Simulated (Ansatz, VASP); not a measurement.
# One calculation of Al, two programs

File INCAR:

```
SYSTEM = Al
PREC = Accurate
ENCUT = 520
EDIFF = 1E-6
ISMEAR = 0
SIGMA = 0.15
LREAL = .FALSE.
LASPH = .TRUE.
NELM = 100
ALGO = Fast
ISIF = 2
LWAVE = .FALSE.
LCHARG = .FALSE.
GGA = PS
IVDW = 12
NBANDS = 8
```

File KPOINTS:

```
Automatic mesh
0
G
  20 20 20
  0 0 0
```

Contents of POSCAR:

```
Al
1.0
    0.0000000000      2.0543397000      2.0239800000
    2.0543397000      0.0000000000      2.0239800000
    2.0543397000      2.0543397000      0.0000000000
Al
1
Direct
    0.0000000000      0.0000000000      0.0000000000
```

Input for Ansatz:

```yaml
crystal:
  lattice:
    - [0.0, 2.0543397, 2.02398]
    - [2.0543397, 0.0, 2.02398]
    - [2.0543397, 2.0543397, 0.0]
  atoms:
    - { symbol: Al, position: [0.0, 0.0, 0.0] }
basis:
  ecutwfc: 420
kpoints:
  mp_grid: { grid: [20, 20, 20] }
hamiltonian:
  xc: pbesol
  dispersion: d3bj
scf:
  occupations: { method: gaussian, width: 0.15 }
output:
  forces: true
  stress: true
  eigenvalues: true
```

Change from the starting cell: strain +0.015 along x and y, +0.000 along z, atoms carried along.

Alike in both runs: task single point; functional PBEsol; dispersion D3(BJ); k mesh 20 × 20 × 20; occupations gaussian, width 0.15 eV; no spin polarisation.

```csv
,VASP,Ansatz
version,VASP 6.6.1,Ansatz 0.2.0
potentials or method,"VASP PAW PBE potentials, release 64 (Al), cutoff 520 eV","scalar-relativistic, plane waves, PAW"
valence electrons in the cell,3,3
```

```csv
,VASP,Ansatz,Ansatz less VASP
gap on the k mesh at the Fermi level (eV),none,none,-
pressure (GPa),-6.8,-6.8,-0.04
```

VASP's potentials were made for PBE, not for PBEsol. A gap of «none» marks a metal or a gap that the smearing closes.
